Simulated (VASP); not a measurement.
Here is a VASP 6.6.1 calculation.

File INCAR:

```
PREC = Accurate
ENCUT = 600
EDIFF = 1E-7
ISMEAR = 0
SIGMA = 0.02
LREAL = False
LASPH = True
NELM = 100
ALGO = Normal
ISIF = 4
LWAVE = False
LCHARG = False
GGA = PE
IBRION = 2
NSW = 50
EDIFFG = -0.01
```

Contents of KPOINTS:

```
Automatic mesh
0
Gamma
  12 12 2
```

File POSCAR:

```
WS2
1.0
    3.1555198895      0.0000000000      0.0000000000
   -1.5777599447      2.7327603865      0.0000000000
    0.0000000000      0.0000000000     14.7062557672
W S
2 4
Direct
    0.3333333333      0.6666666667      0.2500000000
    0.6666666667      0.3333333333      0.7500000000
    0.3333333333      0.6666666667      0.6442469363
    0.6666666667      0.3333333333      0.1442469363
    0.3333333333      0.6666666667      0.8557530637
    0.6666666667      0.3333333333      0.3557530637
```

Potentials or basis: VASP PAW PBE potentials, release 64 (W_sv, S).

The run is started by

```sh
$ cat potpaw_PBE.64/W_sv/POTCAR potpaw_PBE.64/S/POTCAR > POTCAR
$ mpirun -np 1 vasp_std > vasp.out
```

Problem. Predict the band gap on the k mesh.

Solution. 1.59 eV (least direct gap 1.79 eV).

Step by step:
| step | energy change (eV) | largest force (eV/Å) | pressure (GPa) | volume (Å³) |
| --- | --- | --- | --- | --- |
| 1 | 0.0000 | 0.5589 | 4.24 | 126.82 |
| 2 | -0.0282 | 0.0104 | 1.73 | 126.82 |
| 3 | -0.0283 | 0.0189 | 1.86 | 126.82 |
| 4 | -0.0445 | 0.0175 | 0.99 | 126.82 |
| 5 | -0.0500 | 0.0173 | 0.14 | 126.82 |
| 6 | -0.0500 | 0.0173 | 0.10 | 126.82 |
| 7 | -0.0500 | 0.0141 | -0.03 | 126.82 |
| 8 | -0.0501 | 0.0009 | 0.03 | 126.82 |

Caveat: spin-orbit coupling is left out, which moves the levels of the heavy elements; this functional lacks dispersion, which binds layers or chains, so the pressure and a relaxed spacing across them are unreliable. A k mesh can miss the band edges.
